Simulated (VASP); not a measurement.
Crystal: Ni.

```
Ni
1.0
     0.00000    1.76037    1.76037
     1.76037    0.00000    1.76037
     1.76037    1.76037    0.00000
Ni
1
Cartesian
  0.0000 0.0000 0.0000
```

Program: VASP 6.6.1. Alike in all runs: task single point; level r2SCAN; potentials or basis VASP PAW PBE potentials, release 64 (Ni); cell as given; k mesh 14 × 14 × 14; cutoff (eV) 520; smearing fermi-dirac 0.1 eV.

Problem. Order these runs on this cell by their pressure, lowest first.
A. spin collinear, ferromagnetic start; fixed moment (μB) 1.06
B. spin collinear, ferromagnetic start; fixed moment (μB) 1.85
C. spin collinear, ferromagnetic start
D. spin collinear, ferromagnetic start; fixed moment (μB) 2.11
E. spin collinear, zero start; fixed moment (μB) 0.0

Solution. E (-8.9 GPa), C (-6.2 GPa), A (-2.9 GPa), B (14.4 GPa), D (24.4 GPa).

Caveats: the PAW data sets were made with another functional, which shifts forces and pressure a little; the total moment is fixed, so each spin has its own Fermi level and the state may be an excited one (at least some runs); the cell stands under tension (at least some runs); the cell stands under pressure (at least some runs); the total moment is fixed, so each spin has its own Fermi level (at least some runs).
